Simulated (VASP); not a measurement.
# CaO (I4/mmm) in VASP: a series of runs

CaO is run at these levels: PBE; tasks: single point.

All numbers are computed with VASP 6.6.1; they aren't measurements. Logs are shortened: lines on timing, memory, paths and dates and some standing lists are left out, and cuts for length are marked.

**1. The cell of the first run**

It takes space group I4/mmm (No. 139, tetragonal). Conventional cell: a = 3.391 Å, b = 3.391 Å, c = 4.555 Å, α = 90.00°, β = 90.00°, γ = 90.00°. Within 3.0 Å of Ca (site symmetry 4/mmm) lie 6 O at 2.28 to 2.40 Å. Within 3.0 Å of O (site symmetry 4/mmm) lie 6 Ca at 2.28 to 2.40 Å.

**2. Single point, PBE (uniaxial z strain -5.0%)**

Contents of INCAR:

```
SYSTEM = CaO
ALGO     = Normal         ! electronic algorithm
EDIFF    = 1E-6           ! SCF threshold, eV
ENCUT    = 520            ! plane-wave cutoff, eV
GGA      = PE             ! functional
ISIF     = 2              ! what is computed and relaxed
ISMEAR   = 0              ! smearing method
LASPH    = .TRUE.         ! aspherical terms in the spheres
LCHARG   = .FALSE.        ! write CHGCAR
LREAL    = .FALSE.        ! projectors in reciprocal space
LWAVE    = .FALSE.        ! write WAVECAR
NBANDS   = 15             ! bands
NELM     = 100            ! most SCF steps
PREC     = Accurate       ! precision mode
SIGMA    = 0.01           ! smearing width, eV
```

Contents of KPOINTS:

```
k-points
0
G
  6 6 6
  0 0 0
```

Contents of POSCAR:

```
CaO
1.0
    0.0000000000      2.3975501260      2.2776726197
    2.3975501260      0.0000000000      2.2776726197
    2.3975501260      2.3975501260      0.0000000000
Ca O
1 1
Direct
    0.0000000000      0.0000000000      0.0000000000
    0.5000000000      0.5000000000      0.5000000000
```

Potentials or basis: VASP PAW PBE potentials, release 64 (Ca_sv, O).

The run is started by

```sh
$ cat potpaw_PBE.64/Ca_sv/POTCAR potpaw_PBE.64/O/POTCAR > POTCAR
$ mpirun -np 1 vasp_std > vasp.out
```

OUTCAR:

```text
SYSTEM = CaO
   EDIFF = 1E-6
   ENCUT = 520
   GGA = PE
   ISIF = 2
   ISMEAR = 0
   LASPH = .TRUE.
   LREAL = .FALSE.
   NELM = 100
   PREC = Accurate

 ion  position               nearest neighbor table
   1  0.000  0.000  0.000-   2 2.28   2 2.28   2 2.40   2 2.40   2 2.40   2 2.40
   2  0.500  0.500  0.500-   1 2.28   1 2.28   1 2.40   1 2.40   1 2.40   1 2.40

  LATTYP: Found a body centered tetragonal cell.
 ALAT       =     3.3906479047
 C/A-ratio  =     1.3435028843

  Lattice vectors:

 A1 = (   0.0000000000,  -2.3975501260,  -2.2776726197)
 A2 = (   0.0000000000,   2.3975501260,  -2.2776726197)
 A3 = (   2.3975501260,   0.0000000000,   2.2776726197)

Analysis of symmetry for initial positions (statically):
=====================================================================
 Subroutine PRICEL returns:
 Original cell was already a primitive cell.

 Routine SETGRP: Setting up the symmetry group for a
 body centered tetragonal supercell.

 Subroutine GETGRP returns: Found 16 space group operations
 (whereof 16 operations were pure point group operations)
 out of a pool of 16 trial point group operations.

The static configuration has the point symmetry D_4h.

Analysis of symmetry for dynamics (positions and initial velocities):
=====================================================================
 Subroutine PRICEL returns:
 Original cell was already a primitive cell.

 Routine SETGRP: Setting up the symmetry group for a
 body centered tetragonal supercell.

 Subroutine GETGRP returns: Found 16 space group operations
 (whereof 16 operations were pure point group operations)
 out of a pool of 16 trial point group operations.

The dynamic configuration has the point symmetry D_4h.

 Subroutine INISYM returns: Found 16 space group operations
 (whereof 16 operations are pure point group operations),
 and found     1 'primitive' translations

----------------------------------------------------------------------------------------

                                     Primitive cell

  volume of cell :      26.1852

  direct lattice vectors                    reciprocal lattice vectors
     0.000000000  2.397550126  2.277672620    -0.208546213  0.208546213  0.219522330
     2.397550126  0.000000000  2.277672620     0.208546213 -0.208546213  0.219522330
     2.397550126  2.397550126  0.000000000     0.208546213  0.208546213 -0.219522330

  length of vectors
     3.306968275  3.306968275  3.390647905     0.367658944  0.367658944  0.367658944

  position of ions in fractional coordinates (direct lattice)
     0.000000000  0.000000000  0.000000000
     0.500000000  0.500000000  0.500000000

  ion indices of the primitive-cell ions
   primitive index   ion index
                 1           1
                 2           2

----------------------------------------------------------------------------------------

 KPOINTS: k-points

Automatic generation of k-mesh.
 Grid dimensions read from file:
 generate k-points for:    6    6    6

 Generating k-lattice:

  Cartesian coordinates                     Fractional coordinates (reciprocal lattice)
    -0.034757702  0.034757702  0.036587055     0.166666667 -0.000000000  0.000000000
     0.034757702 -0.034757702  0.036587055    -0.000000000  0.166666667  0.000000000
     0.034757702  0.034757702 -0.036587055     0.000000000  0.000000000  0.166666667

  Length of vectors
     0.061276491  0.061276491  0.061276491

  Shift w.r.t. Gamma in fractional coordinates (k-lattice)
     0.000000000  0.000000000  0.000000000

 Subroutine IBZKPT returns following result:
 ===========================================

 Found     30 irreducible k-points:

 Following reciprocal coordinates:
            Coordinates               Weight
  0.000000  0.000000  0.000000      1.000000
  0.166667 -0.000000  0.000000      8.000000
  0.333333 -0.000000  0.000000      8.000000
  0.500000 -0.000000  0.000000      4.000000
  0.166667  0.166667  0.000000      2.000000
  0.333333  0.166667  0.000000      8.000000
[... 16 lines left out ...]
  0.333333  0.000000  0.333333      4.000000
  0.500000  0.000000  0.333333     16.000000
 [... further k-points ...]
   k-points           NKPTS =     30   k-points in BZ     NKDIM =     30   number of bands    NBANDS=     15
   number of dos      NEDOS =    301   number of ions     NIONS =      2
   total plane-waves  NPLWV =  21952
   dimension x,y,z NGX =    28 NGY =   28 NGZ =   28
   dimension x,y,z NGXF=    56 NGYF=   56 NGZF=   56
   ions per type =               1   1
   NGX,Y,Z   is equivalent  to a cutoff of  14.08, 14.08, 13.73 a.u.
   NGXF,Y,Z  is equivalent  to a cutoff of  28.15, 28.15, 27.46 a.u.
 SYSTEM =  CaO
   PREC   = accura    normal or accurate (medium, high low for compatibility)
   ISTART =      0    job   : 0-new  1-cont  2-samecut
   ICHARG =      2    charge: 1-file 2-atom 10-const
   ISPIN  =      1    spin polarized calculation?
   LNONCOLLINEAR =      F non collinear calculations
   LSORBIT =      F    spin-orbit coupling
   LASPH  =      T    aspherical Exc in radial PAW
   ENCUT  =  520.0 eV  38.22 Ry    6.18 a.u.   6.15  6.15  6.30*2*pi/ulx,y,z
   NELM   =    100;   NELMIN=  2; NELMDL= -5     # of ELM steps
   EDIFF  = 0.1E-05   stopping-criterion for ELM
   LREAL  =      F    real-space projection
   EDIFFG = 0.1E-04   stopping-criterion for IOM
   NSW    =      0    number of steps for IOM
   IBRION =     -1    ionic relax: 0-MD 1-quasi-New 2-CG
   NFREE  =      0    steps in history (QN), initial steepest desc. (CG)
   ISIF   =      2    stress and relaxation
   ISYM   =      2    0-nonsym 1-usesym 2-fastsym
   POTIM  = 0.5000    time-step for ionic-motion
   TEBEG  =    0.0;   TEEND  =   0.0 temperature during run
   PSTRESS=    0.0 pullay stress
   NELECT =      16.0000    total number of electrons
   NUPDOWN=      -1.0000    fix difference up-down
   EMIN   =  10.00;   EMAX   =-10.00  energy-range for DOS
   EFERMI =   0.00;   METHOD = LEGACY
   ISMEAR =     0;   SIGMA  =   0.01  broadening in eV -4-tet -1-fermi 0-gaus
   EFERMI_NEDOS =   21; number of points for ismear=-14 and -15
   IALGO  =     38    algorithm
   IMIX   =      4    mixing-type and parameters
     AMIX     =   0.40;   BMIX     =  1.00
     AMIX_MAG =   1.60;   BMIX_MAG =  1.00
  volume/ion in A,a.u.               =      13.09        88.35
  Fermi-wavevector in a.u.,A,eV,Ry     =   1.389193  2.625194 26.257302  1.929857
  Thomas-Fermi vector in A             =   2.513247
   LORBIT       =      0    0 simple, 1 ext, 2 COOP (PROOUT), +10 PAW based schemes
   GGA     = PE    functional components
   LHFCALC =     F    Hartree Fock is set to
   AEXX    =    0.0000 exact exchange contribution
   IVDW    =     0    specifies the selected vdW correction
   LEPSILON=     F    determine dielectric tensor
   LRPA    =     F    only Hartree local field effects (RPA)
 non-spin polarized calculation
 Gauss-broadening in eV      SIGMA  =   0.01
  energy-cutoff  :      520.00
  volume of cell :       26.19
 maximum number of plane-waves:       720
 NGX is ok and might be reduce to    28
   NGX = 13   NGY = 13   NGZ = 13

 number of electron      15.9999996 magnetization

 Free energy of the ion-electron system (eV)
  ---------------------------------------------------
  ext. energy  EPLUGINS =         0.00000000
  ---------------------------------------------------
  free energy    TOTEN  =       -12.70765114 eV

  energy without entropy =      -12.70765114  energy(sigma->0) =      -12.70765114

 E-fermi :   2.8991     XC(G=0): -10.7584

 val. band max:        2.8122137675   @ k =   0.0000   0.0000   0.0000
 cond. band min:       6.1897202947   @ k =   0.5000   0.5000   0.0000
 fundamental gap:      3.3775065272
 Fermi energy:         2.8991100240

 k-point     1 :       0.0000    0.0000    0.0000
  band No.  band energies     occupation
      1     -34.6983      2.00000
      2     -15.4236      2.00000
      3     -15.4236      2.00000
      4     -15.4034      2.00000
      5     -12.9593      2.00000
      6       2.6381      2.00000
      7       2.6381      2.00000
      8       2.8122      2.00000
      9       7.7840      0.00000
     10       8.9538      0.00000
     11       8.9538      0.00000
     12       9.3162      0.00000
     13      10.4215      0.00000
     14      11.0555      0.00000
     15      18.1599      0.00000

 k-point     2 :       0.1667   -0.0000    0.0000
  band No.  band energies     occupation
      1     -34.6650      2.00000
      2     -15.8837      2.00000
      3     -15.4476      2.00000
      4     -15.4202      2.00000
      5     -12.4741      2.00000
      6       1.7970      2.00000
      7       2.2606      2.00000
      8       2.3503      2.00000
      9       8.8613      0.00000
     10       9.0867      0.00000
     11       9.4861      0.00000
     12       9.6647      0.00000
     13      11.0892      0.00000
     14      11.7853      0.00000
     15      19.1170      0.00000

 k-point     3 :       0.3333   -0.0000    0.0000
  band No.  band energies     occupation
      1     -34.5976      2.00000
      2     -16.5595      2.00000
      3     -15.4949      2.00000
      4     -15.4367      2.00000
      5     -11.7586      2.00000
      6       0.4713      2.00000
      7       1.6291      2.00000
      8       1.6532      2.00000
      9       9.4530      0.00000
     10      10.6925      0.00000
     11      10.7060      0.00000
     12      10.8773      0.00000
     13      12.4755      0.00000
     14      13.1959      0.00000
     15      18.5900      0.00000
[... 343 lines left out ...]
 k-point    23 :       0.3333    0.0000    0.3333
  band No.  band energies     occupation
      1     -34.5737      2.00000
      2     -16.1546      2.00000
      3     -15.6246      2.00000
      4     -15.5872      2.00000
      5     -12.4574      2.00000
      6       0.9228      2.00000
      7       2.3171      2.00000
      8       2.4892      2.00000
      9       6.8742      0.00000
     10      10.4601      0.00000
     11      11.7902      0.00000
     12      11.8336      0.00000
     13      11.8985      0.00000
     14      13.5432      0.00000
     15      19.6443      0.00000

 k-point    24 :       0.5000    0.0000    0.3333
  band No.  band energies     occupation
      1     -34.5403      2.00000
      2     -16.2101      2.00000
      3     -15.8147      2.00000
      4     -15.6150      2.00000
      5     -12.3579      2.00000
      6       1.1470      2.00000
      7       1.8295      2.00000
      8       2.1296      2.00000
      9       7.3064      0.00000
     10      11.2013      0.00000
     11      11.7500      0.00000
     12      12.2806      0.00000
     13      12.4932      0.00000
     14      14.7832      0.00000
     15      17.6135      0.00000

 [... further k-points ...]

------------------------ aborting loop because EDIFF is reached ----------------------------------------

  FORCE on cell =-STRESS in cart. coord.  units (eV):
  Direction    XX          YY          ZZ          XY          YZ          ZX
  --------------------------------------------------------------------------------------
  -------------------------------------------------------------------------------------
  Total        1.0642681      1.0642681      3.1105250      0.0000000      0.0000000      0.0000000
  in kB       65.1185851     65.1185851    190.3213847      0.0000000      0.0000000      0.0000000
  external PRESSURE =     106.8528516 kB  Pullay stress =       0.0000000 kB

 VOLUME and BASIS-vectors are now :
 -----------------------------------------------------------------------------
  energy-cutoff  :      520.00
  volume of cell :       26.19
      direct lattice vectors                 reciprocal lattice vectors
     0.000000000  2.397550126  2.277672620    -0.208546213  0.208546213  0.219522330
     2.397550126  0.000000000  2.277672620     0.208546213 -0.208546213  0.219522330
     2.397550126  2.397550126  0.000000000     0.208546213  0.208546213 -0.219522330

 POSITION                                       TOTAL-FORCE (eV/Angst)
 -----------------------------------------------------------------------------------
      0.00000      0.00000      0.00000         0.000000     -0.000000      0.000000
      2.39755      2.39755      2.27767         0.000000      0.000000      0.000000
 -----------------------------------------------------------------------------------
    total drift:                                0.000000      0.000000      0.000000

  FREE ENERGIE OF THE ION-ELECTRON SYSTEM (eV)
  ---------------------------------------------------
  free  energy   TOTEN  =       -12.7076511365 eV

  energy  without entropy=      -12.7076511365  energy(sigma->0) =      -12.70765114
```

Run time: 28 s. Hardware: 1 thread of AMD EPYC 7R43 (Zen 3), shared host; peak memory 0.13 GiB.

Results:

| Item | Value |
| --- | --- |
| Free energy | -12.7077 eV |
| Pressure | 10.7 GPa |
| Band gap on the k mesh | 3.38 eV, indirect (least direct gap 3.90 eV) |

Caveat: the cell differs from its parent crystal (uniaxial z strain -5.0%). A k mesh can miss the band edges.

**3. Single point, PBE (epitaxial xy strain +4.0%)**

Contents of INCAR:

```
SYSTEM = CaO
ALGO = Normal
EDIFF = 1E-7
ENCUT = 520
GGA = PE
ISIF = 2
ISMEAR = 0
LASPH = .True.
LCHARG = .False.
LREAL = .False.
LWAVE = .False.
NBANDS = 15
NELM = 60
PREC = Accurate
SIGMA = 0.01
```

Contents of KPOINTS:

```
k-points
0
Gamma
  6 6 6
  0 0 0
```

Contents of POSCAR:

```
CaO
1.0
    0.0000000000      2.4934521310      2.3522183327
    2.4934521310      0.0000000000      2.3522183327
    2.4934521310      2.4934521310      0.0000000000
Ca O
1 1
Direct
    0.0000000000      0.0000000000      0.0000000000
    0.5000000000      0.5000000000      0.5000000000
```

Potentials or basis: VASP PAW PBE potentials, release 64 (Ca_sv, O).

The run is started by

```sh
$ cat potpaw_PBE.64/Ca_sv/POTCAR potpaw_PBE.64/O/POTCAR > POTCAR
$ mpirun -np 1 vasp_std > vasp.out
```

It took 30 s on 1 thread of AMD EPYC 7R43 (Zen 3), shared host; peak memory 0.12 GiB.

It converged, with:

- Free energy: -12.7703 eV
- Pressure: -2.4 GPa
- Band gap on the k mesh: 3.44 eV, indirect (least direct gap 4.00 eV)

Stress tensor (GPa, compression positive):
```
-5.03  0.00  0.00
 0.00 -5.03  0.00
 0.00  0.00  2.93
```

Levels at points of the mesh, in eV from the valence-band top:
| k point | band 4 | band 5 | band 6 | band 7 | band 8 | band 9 | band 10 | band 11 | band 12 | band 13 |
| --- | --- | --- | --- | --- | --- | --- | --- | --- | --- | --- |
| (0.00, 0.00, 0.00) | -18.69 | -15.53 | -0.13 | -0.13 | 0.00 | 4.13 | 5.91 | 5.91 | 6.27 | 7.18 |
| (0.50, 0.00, 0.00) | -18.74 | -14.49 | -2.61 | -1.21 | -1.20 | 6.72 | 8.00 | 8.00 | 8.03 | 9.65 |
| (0.50, 0.50, 0.00) | -18.96 | -15.29 | -1.18 | -0.56 | -0.56 | 3.44 | 7.66 | 8.52 | 9.12 | 9.12 |
| (0.50, 0.00, 0.50) | -18.88 | -15.30 | -1.50 | -0.46 | -0.36 | 3.64 | 7.49 | 8.61 | 8.91 | 9.27 |

Caveat: the cell differs from its parent crystal (epitaxial xy strain +4.0%).
